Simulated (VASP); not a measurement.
# SiC (P1) in VASP: notebook, part 2 of 2

VASP 6.6.1. Earlier steps stand in the parts before.

## (5) Single point, PBE

This run uses another cell than the first one, of 10.38 Å³/atom.

The input, INCAR:

```
  PREC = Accurate
  ENCUT = 520
  EDIFF = 1E-6
  ISMEAR = -5
  SIGMA = 0.05
  LREAL = False
  LASPH = True
  NELM = 100
  ALGO = Normal
  ISIF = 2
  LWAVE = False
  LCHARG = False
  GGA = PE
  NBANDS = 26
```

The input, KPOINTS:

```
Automatic mesh
0
Gamma
  12 12 4
```

The input, POSCAR:

```
SiC
1.0
    3.0799284019     -0.0371851847     -0.2591231965
   -1.5721675155      2.6248174474      0.2804089658
   -0.8483014873      0.5702312845     10.4461131050
Si C
4 4
Direct
    0.7148102886      0.4160234282      0.9436317316
    0.3265217650      0.7001606750      0.4199592065
    0.1130574121      0.0072560129      0.6748386666
   -0.0496207854     -0.0201883928      0.2068295327
    0.6444416753      0.4085810648      0.7751326597
    0.2580721855      0.5990916001      0.2382107440
    0.0183985798     -0.0014742059      0.4754003564
   -0.0256811208     -0.1094501823      0.0179951026
```

Potentials or basis: VASP PAW PBE potentials, release 64 (Si, C).

Launch:

```console
> cat potpaw_PBE.64/Si/POTCAR potpaw_PBE.64/C/POTCAR > POTCAR
> mpirun -np 1 vasp_std > vasp.out
```

OUTCAR:

```text
PREC = Accurate
   ENCUT = 520
   EDIFF = 1E-6
   ISMEAR = -5
   LREAL = False
   LASPH = True
   NELM = 100
   ISIF = 2
   GGA = PE

 ion  position               nearest neighbor table
   1  0.715  0.416  0.944-   8 1.53   5 1.75   8 2.14   8 2.17   4 3.00   3 3.12
   2  0.327  0.700  0.420-   7 1.84   7 1.86   7 1.86   6 1.95   4 2.57   4 2.91   3 3.03   4 3.07

   3  0.113  0.007  0.675-   5 1.76   5 1.89   7 2.07   2 3.03   1 3.12
   4  0.950  0.980  0.207-   6 1.69   6 1.82   6 1.87   8 2.07   2 2.57   2 2.91   1 3.00   2 3.07

   5  0.644  0.409  0.775-   1 1.75   3 1.76   3 1.89
   6  0.258  0.599  0.238-   4 1.69   4 1.82   4 1.87   2 1.95
   7  0.018  0.999  0.475-   2 1.84   2 1.86   2 1.86   3 2.07
   8  0.974  0.891  0.018-   1 1.53   4 2.07   1 2.14   1 2.17

  LATTYP: Found a triclinic cell.
 ALAT       =     3.0724593597
 B/A-ratio  =     0.9747680357
 C/A-ratio  =     3.4161564982
 COS(alpha) =     0.0133249142
 COS(beta)  =     0.1786006098
 COS(gamma) =     0.4811635063

  Lattice vectors:

 A1 = (   1.5721675155,  -2.6248174474,  -0.2804089658)
 A2 = (  -1.5077608864,  -2.5876322627,  -0.0212857693)
 A3 = (   0.8483014873,  -0.5702312845, -10.4461131050)

Analysis of symmetry for initial positions (statically):
=====================================================================
 Subroutine PRICEL returns:
 Original cell was already a primitive cell.

 Routine SETGRP: Setting up the symmetry group for a
 triclinic supercell.

 Subroutine GETGRP returns: Found  1 space group operations
 (whereof  1 operations were pure point group operations)
 out of a pool of  2 trial point group operations.

The static configuration has the point symmetry C_1 .

Analysis of symmetry for dynamics (positions and initial velocities):
=====================================================================
 Subroutine PRICEL returns:
 Original cell was already a primitive cell.

 Routine SETGRP: Setting up the symmetry group for a
 triclinic supercell.

 Subroutine GETGRP returns: Found  1 space group operations
 (whereof  1 operations were pure point group operations)
 out of a pool of  2 trial point group operations.

The dynamic configuration has the point symmetry C_1 .

 Subroutine INISYM returns: Found  1 space group operations
 (whereof  1 operations are pure point group operations),
 and found     1 'primitive' translations

----------------------------------------------------------------------------------------

                                     Primitive cell

  volume of cell :      83.0100

  direct lattice vectors                    reciprocal lattice vectors
     3.079928402 -0.037185185 -0.259123196     0.328385055  0.194978547  0.016023823
    -1.572167515  2.624817447  0.280408966     0.002899416  0.384935159 -0.020777345
    -0.848301487  0.570231285 10.446113105     0.008067993 -0.005496380  0.096684603

  length of vectors
     3.091033246  3.072459360 10.496002007     0.382243562  0.385506396  0.097176207

  position of ions in fractional coordinates (direct lattice)
     0.714810289  0.416023428  0.943631732
     0.326521765  0.700160675  0.419959207
     0.113057412  0.007256013  0.674838667
     0.950379215  0.979811607  0.206829533
[... 41 lines left out ...]

 Found    292 irreducible k-points:

 Following reciprocal coordinates:
            Coordinates               Weight
  0.000000  0.000000  0.000000      1.000000
  0.083333  0.000000 -0.000000      2.000000
  0.166667 -0.000000 -0.000000      2.000000
  0.250000  0.000000  0.000000      2.000000
  0.333333 -0.000000 -0.000000      2.000000
  0.416667 -0.000000 -0.000000      2.000000
[... 16 lines left out ...]
  0.250000  0.166667  0.000000      2.000000
  0.333333  0.166667 -0.000000      2.000000
 [... further k-points ...]
   k-points           NKPTS =    292   k-points in BZ     NKDIM =    292   number of bands    NBANDS=     26
   number of dos      NEDOS =    301   number of ions     NIONS =      8
   total plane-waves  NPLWV =  46080
   dimension x,y,z NGX =    24 NGY =   24 NGZ =   80
   dimension x,y,z NGXF=    48 NGYF=   48 NGZF=  160
   ions per type =               4   4
   NGX,Y,Z   is equivalent  to a cutoff of  12.91, 12.99, 12.67 a.u.
   NGXF,Y,Z  is equivalent  to a cutoff of  25.82, 25.97, 25.34 a.u.
 SYSTEM =  unknown system
   PREC   = accura    normal or accurate (medium, high low for compatibility)
   ISTART =      0    job   : 0-new  1-cont  2-samecut
   ICHARG =      2    charge: 1-file 2-atom 10-const
   ISPIN  =      1    spin polarized calculation?
   LNONCOLLINEAR =      F non collinear calculations
   LSORBIT =      F    spin-orbit coupling
   LASPH  =      T    aspherical Exc in radial PAW
   ENCUT  =  520.0 eV  38.22 Ry    6.18 a.u.   5.75  5.71 19.52*2*pi/ulx,y,z
   NELM   =    100;   NELMIN=  2; NELMDL= -5     # of ELM steps
   EDIFF  = 0.1E-05   stopping-criterion for ELM
   LREAL  =      F    real-space projection
   EDIFFG = 0.1E-04   stopping-criterion for IOM
   NSW    =      0    number of steps for IOM
   IBRION =     -1    ionic relax: 0-MD 1-quasi-New 2-CG
   NFREE  =      0    steps in history (QN), initial steepest desc. (CG)
   ISIF   =      2    stress and relaxation
   ISYM   =      2    0-nonsym 1-usesym 2-fastsym
   POTIM  = 0.5000    time-step for ionic-motion
   TEBEG  =    0.0;   TEEND  =   0.0 temperature during run
   PSTRESS=    0.0 pullay stress
   NELECT =      32.0000    total number of electrons
   NUPDOWN=      -1.0000    fix difference up-down
   EMIN   =  10.00;   EMAX   =-10.00  energy-range for DOS
   EFERMI =   0.00;   METHOD = LEGACY
   ISMEAR =    -5;   SIGMA  =   0.05  broadening in eV -4-tet -1-fermi 0-gaus
   EFERMI_NEDOS =   21; number of points for ismear=-14 and -15
   IALGO  =     38    algorithm
   IMIX   =      4    mixing-type and parameters
     AMIX     =   0.40;   BMIX     =  1.00
     AMIX_MAG =   1.60;   BMIX_MAG =  1.00
  volume/ion in A,a.u.               =      10.38        70.02
  Fermi-wavevector in a.u.,A,eV,Ry     =   1.191465  2.251543 19.314685  1.419589
  Thomas-Fermi vector in A             =   2.327526
   LORBIT       =      0    0 simple, 1 ext, 2 COOP (PROOUT), +10 PAW based schemes
   GGA     = PE    functional components
   LHFCALC =     F    Hartree Fock is set to
   AEXX    =    0.0000 exact exchange contribution
   IVDW    =     0    specifies the selected vdW correction
   LEPSILON=     F    determine dielectric tensor
   LRPA    =     F    only Hartree local field effects (RPA)
 non-spin polarized calculation
 Fermi weights with tetrahedron method with Bloechl corrections
  energy-cutoff  :      520.00
  volume of cell :       83.01
 maximum number of plane-waves:      2255
   NGX = 11   NGY = 11   NGZ = 39

 number of electron      31.9999998 magnetization

 Free energy of the ion-electron system (eV)
  ---------------------------------------------------
  ext. energy  EPLUGINS =         0.00000000
  ---------------------------------------------------
  free energy    TOTEN  =       -53.18660250 eV

  energy without entropy =      -53.18660250  energy(sigma->0) =      -53.18660250

 E-fermi :   9.6391     XC(G=0): -11.3768

 val. band max:        9.7925851146   @ k =  -0.0000   0.0000   0.5000
 cond. band min:       9.5264496388   @ k =  -0.0000   0.4167   0.2500
 fundamental gap:     -0.2661354758
 Fermi energy:         9.6391231542

 k-point     1 :       0.0000    0.0000    0.0000
  band No.  band energies     occupation
      1      -8.2985      2.00000
      2      -6.2667      2.00000
      3      -5.9145      2.00000
      4      -3.7131      2.00000
      5      -0.7841      2.00000
      6       2.9276      2.00000
[... 685 lines left out ...]
     25      15.9300      0.00000
     26      17.1845      0.00000

 [... further k-points ...]
[... 5 lines left out ...]
  --------------------------------------------------------------------------------------
  -------------------------------------------------------------------------------------
  Total        4.1821030     19.5896863      5.9996011      0.6778980      4.0563537      7.1578409
  in kB       80.7188402    378.1008675    115.7984024     13.0841200     78.2917510    138.1536083
  external PRESSURE =     191.5393700 kB  Pullay stress =       0.0000000 kB

 VOLUME and BASIS-vectors are now :
 -----------------------------------------------------------------------------
  energy-cutoff  :      520.00
  volume of cell :       83.01
      direct lattice vectors                 reciprocal lattice vectors
     3.079928402 -0.037185185 -0.259123196     0.328385055  0.194978547  0.016023823
    -1.572167515  2.624817447  0.280408966     0.002899416  0.384935159 -0.020777345
    -0.848301487  0.570231285 10.446113105     0.008067993 -0.005496380  0.096684603

 POSITION                                       TOTAL-FORCE (eV/Angst)
 -----------------------------------------------------------------------------------
      0.74702      1.60349      9.78872        -0.179208    -11.453450     -2.251843
     -0.45136      2.06513      4.49866         1.632826     -1.615716      0.700692
     -0.23567      0.39966      7.02218        -1.100872     -2.006696      0.749146
      1.21122      2.65443      2.18905        -0.698723     -3.845484     -5.983361
      0.68493      1.49049      8.04470         0.778434      1.668110     -4.391163
     -0.34910      1.69874      2.58949         1.645417      4.122515      3.684441
     -1.91647      2.89135      5.24131        -0.549862      0.658574      2.710279
      1.58547      2.31156      0.18523        -1.528012     12.472147      4.781810
 -----------------------------------------------------------------------------------
    total drift:                                0.000154     -0.000119      0.000380

  FREE ENERGIE OF THE ION-ELECTRON SYSTEM (eV)
  ---------------------------------------------------
  free  energy   TOTEN  =       -53.1866024998 eV

  energy  without entropy=      -53.1866024998  energy(sigma->0) =      -53.18660250
```

It took 4.4 min on 1 thread of Intel Xeon 6975P-C (Granite Rapids), shared host; peak memory 0.54 GiB.

What came out:

```yaml
Free_energy: -53.1866 eV
Pressure: 19.2 GPa
Largest_force: 13.445 eV/Å
Band_gap_on_the_k_mesh: zero (bands 16 and 17 overlap by 1.05 eV)
```

Forces in eV/Å, atoms in the order of the input:
```
Si   -0.179 -11.453  -2.252
Si    1.633  -1.616   0.701
Si   -1.101  -2.007   0.749
Si   -0.699  -3.845  -5.983
C     0.778   1.668  -4.391
C     1.645   4.123   3.684
C    -0.550   0.659   2.710
C    -1.528  12.472   4.782
```

Stress tensor (GPa, compression positive):
```
 8.07  1.31 13.82
 1.31 37.81  7.83
13.82  7.83 11.58
```

Levels at points of the mesh, in eV from the Fermi level:
| k point | band 12 | band 13 | band 14 | band 15 | band 16 | band 17 | band 18 | band 19 | band 20 | band 21 |
| --- | --- | --- | --- | --- | --- | --- | --- | --- | --- | --- |
| (0.00, 0.00, 0.00) | -2.08 | -1.92 | -0.67 | 0.17 | 0.36 | 1.71 | 3.08 | 3.63 | 4.25 | 4.47 |
| (0.50, 0.00, 0.00) | -5.00 | -3.90 | -3.30 | -1.72 | -0.84 | -0.11 | 0.32 | 1.20 | 2.26 | 2.65 |
| (0.00, 0.50, 0.00) | -5.03 | -4.49 | -2.69 | -1.94 | -0.85 | -0.29 | 0.30 | 1.23 | 2.57 | 2.90 |
| (0.50, 0.50, 0.00) | -4.16 | -3.77 | -3.27 | -2.77 | -1.43 | -0.69 | 1.20 | 1.94 | 2.55 | 3.55 |
| (0.00, 0.00, 0.50) | -2.42 | -1.88 | -1.30 | 0.15 | 0.34 | 2.08 | 3.16 | 3.62 | 4.19 | 4.46 |
| (0.50, 0.00, 0.50) | -5.23 | -4.29 | -3.38 | -1.88 | -1.21 | 0.54 | 0.92 | 1.13 | 1.75 | 3.02 |
| (0.00, 0.50, 0.50) | -4.68 | -4.49 | -2.89 | -2.13 | -0.99 | -0.06 | 0.72 | 1.35 | 2.14 | 2.86 |
| (0.50, 0.50, 0.50) | -4.41 | -4.02 | -3.18 | -2.79 | -1.53 | -0.18 | 1.05 | 1.58 | 2.36 | 3.81 |

Caveat: the stress differs along the axes, from 8 to 38 GPa; forces of over 1 eV/Å act on the atoms, so gaps and moduli don't describe the material at rest; tetrahedron occupations give inexact forces and stress in metals.

## (6) Summary

| cell | smearing | gap on the mesh (eV) | pressure (GPa) | largest force (eV/Å) |
| --- | --- | --- | --- | --- |
| a = 3.030, b = 3.155, c = 10.224 Å, angles 96.0, 87.2, 117.4°, 8 atoms, atomic positions A | gaussian 0.05 eV | 0.32 | -2.8 | 3.27 |
| a = 3.030, b = 3.155, c = 10.224 Å, angles 96.0, 87.2, 117.4°, 8 atoms, atomic positions A | methfessel-paxton 0.05 eV | 0.32 | -2.8 | 3.27 |
| a = 3.091, b = 3.072, c = 10.496 Å, angles 79.7, 99.5, 121.9°, 8 atoms, atomic positions B | gaussian 0.05 eV | none | 19.2 | 13.44 |
| a = 3.091, b = 3.072, c = 10.496 Å, angles 79.7, 99.5, 121.9°, 8 atoms, atomic positions B | tetrahedron | none | 19.2 | 13.44 |

Alike in all rows: task single point; level PBE; potentials or basis VASP PAW PBE potentials, release 64 (Si, C); no spin polarisation; k mesh 12 × 12 × 4; cutoff (eV) 520.

Caveats: forces of over 1 eV/Å act on the atoms, so gaps and moduli don't describe the material at rest; the stress differs along the axes, from -18 to 12 GPa (at least some runs); semilocal functionals underestimate gaps, and a narrow one can read as zero (at least some runs); the stress differs along the axes, from 8 to 38 GPa (at least some runs); tetrahedron occupations give inexact forces and stress in metals (at least some runs).

Absolute energies hang on the potentials; compare differences alone.
